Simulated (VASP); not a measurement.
Runs of VASP 6.6.1 on Mo. The structure is that of space group R-3m (No. 166), or close to it. The cells are those of the table. 

| cell | further INCAR settings | gap on the mesh (eV) | pressure (GPa) |
| --- | --- | --- | --- |
| a = 2.430 Å, angles 86.0°, 1 atom | ALGO = Fast; EDIFF = 1e-06; NBANDS = 13 | none | 46.4 |
| a = 2.871 Å, angles 114.8°, 1 atom | ALGO = Fast; EDIFF = 1e-06; NBANDS = 13 | none | 111.7 |
| a = 2.722 Å, angles 112.6°, 1 atom | ALGO = Fast; EDIFF = 1e-06; NBANDS = 13 | none | (b) |
| a = 3.099 Å, angles 116.4°, 1 atom | ALGO = Fast; EDIFF = 1e-06; NBANDS = 13 | none | (a) |
| a = 3.040 Å, angles 116.4°, 1 atom | ALGO = Fast; EDIFF = 1e-07; NBANDS = 13 | none | 239.5 |
| a = 2.980 Å, angles 114.8°, 1 atom | ALGO = Fast; EDIFF = 1e-06; NBANDS = 13 | none | 51.5 |
| a = 2.927 Å, angles 114.8°, 1 atom | ALGO = Fast; EDIFF = 1e-07; NBANDS = 13 | none | 78.0 |
| a = 2.475 Å, angles 86.0°, 1 atom | ALGO = Fast; EDIFF = 1e-07; NBANDS = 13 | none | 26.6 |

Alike in all rows: task single point; level LDA; potentials or basis VASP PAW LDA potentials, release 64 (Mo_sv); no spin polarisation; k mesh 22 × 22 × 22; cutoff (eV) 520; smearing gaussian 0.15 eV.

Q: Estimate the missing entries.

A: (a) 190.9; (b) 54.9.

Caveats: the cell stands under pressure; atoms lie so close that the PAW spheres overlap strongly, which falsifies energies and pressures (at least some runs).

A k mesh can miss the band edges, and the runs leave out spin-orbit coupling on Mo.

A gap of «none» marks levels without a gap at the run's occupations.
